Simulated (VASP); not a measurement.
A run of VASP 6.6.1 is set up as follows.

POSCAR

```
CsBr
1.0
    4.3193779122      0.0000000000      0.0000000000
    0.0000000000      4.3193779122      0.0000000000
    0.0000000000      0.0000000000      4.3193779122
Cs Br
1 1
Direct
    0.0000000000      0.0000000000      0.0000000000
    0.5000000000      0.5000000000      0.5000000000
```

The input INCAR.step1:

```
PREC = Accurate
ENCUT = 550
ISMEAR = 0
SIGMA = 0.01
LREAL = F
LASPH = T
NELM = 120
NBANDS = 15
GGA = PE
ALGO = Normal
EDIFF = 1E-5
LWAVE = T
LCHARG = F
GGA_COMPAT = F
```

Contents of INCAR.step2:

```
PREC = Accurate
ENCUT = 550
EDIFF = 1E-6
ISMEAR = 0
SIGMA = 0.01
LREAL = F
LASPH = T
NELM = 120
ALGO = Normal
ISIF = 2
LWAVE = F
LCHARG = F
METAGGA = R2SCAN
LMIXTAU = T
NBANDS = 15
ISTART = 1
GGA_COMPAT = F
```

KPOINTS

```
regular mesh
0
Gamma
  6 6 6
```

Potentials or basis: VASP PAW PBE potentials, release 64 (Cs_sv, Br).

Command:

```bash
$ cat potpaw_PBE.64/Cs_sv/POTCAR potpaw_PBE.64/Br/POTCAR > POTCAR
$ cp INCAR.step1 INCAR
$ mpirun -np 1 vasp_std > vasp.out
$ cp INCAR.step2 INCAR
$ mpirun -np 1 vasp_std > vasp.out
```

Problem. What does it give for the pressure?

Solution. 0.1 GPa.

Problem. Predict the band gap on the k mesh.

Solution. 5.19 eV, indirect (the least direct gap lies 4.8 meV higher).

Caveat: the PAW data sets were made with another functional, which shifts forces and pressure a little; spin-orbit coupling is left out, which moves the levels of the heavy elements. A k mesh can miss the band edges.
